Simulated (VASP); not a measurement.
Input of a VASP 6.6.1 run:

Contents of INCAR:

```
PREC = Accurate
ENCUT = 600
EDIFF = 1E-6
ISMEAR = 0
SIGMA = 0.1
LREAL = False
LASPH = True
NELM = 60
ALGO = Normal
ISIF = 3
LWAVE = False
LCHARG = False
GGA = PE
IBRION = 2
NSW = 100
EDIFFG = -0.01
```

KPOINTS

```
regular mesh
0
Gamma
  8 8 6
```

The input POSCAR:

```
Si4IrPd
1.0
    4.1248990696      0.0000000000      0.0000000000
    0.0000000000      4.1248990696      0.0000000000
    0.0000000000      0.0000000000      5.6061405638
Si Pd Ir
4 1 1
Direct
    0.0000000000      0.5000000000      0.7534149436
    0.5000000000      0.0000000000      0.7534149436
    0.0000000000      0.5000000000      0.2465850564
    0.5000000000      0.0000000000      0.2465850564
    0.5000000000      0.5000000000      0.5000000000
    0.0000000000      0.0000000000      0.0000000000
```

Potentials or basis: VASP PAW PBE potentials, release 64 (Si, Pd, Ir).

The run is started by

```bash
$ cat potpaw_PBE.64/Si/POTCAR potpaw_PBE.64/Pd/POTCAR potpaw_PBE.64/Ir/POTCAR > POTCAR
$ mpirun -np 1 vasp_std > vasp.out
```

Question: What does it give for the relaxed cell?

Answer: a = 4.086 Å, b = 4.086 Å, c = 5.700 Å, α = 90.00°, β = 90.00°, γ = 90.00°.

Question: What does it give for the space group after relaxing (to 0.05 Å)?

Answer: P4/mmm (No. 123).

Step by step:
| step | energy change (eV) | largest force (eV/Å) | pressure (GPa) | volume (Å³) |
| --- | --- | --- | --- | --- |
| 1 | 0.0000 | 0.0033 | -0.50 | 95.39 |
| 2 | -0.0005 | 0.0164 | 0.62 | 94.70 |
| 3 | -0.0009 | 0.0113 | 0.18 | 94.97 |
| 4 | -0.0016 | 0.0021 | 0.15 | 94.99 |
| 5 | -0.0028 | 0.0411 | 0.09 | 95.03 |
| 6 | -0.0029 | 0.0583 | 0.05 | 95.04 |
| 7 | -0.0035 | 0.0134 | -0.07 | 95.16 |
| 8 | -0.0035 | 0.0040 | -0.09 | 95.19 |
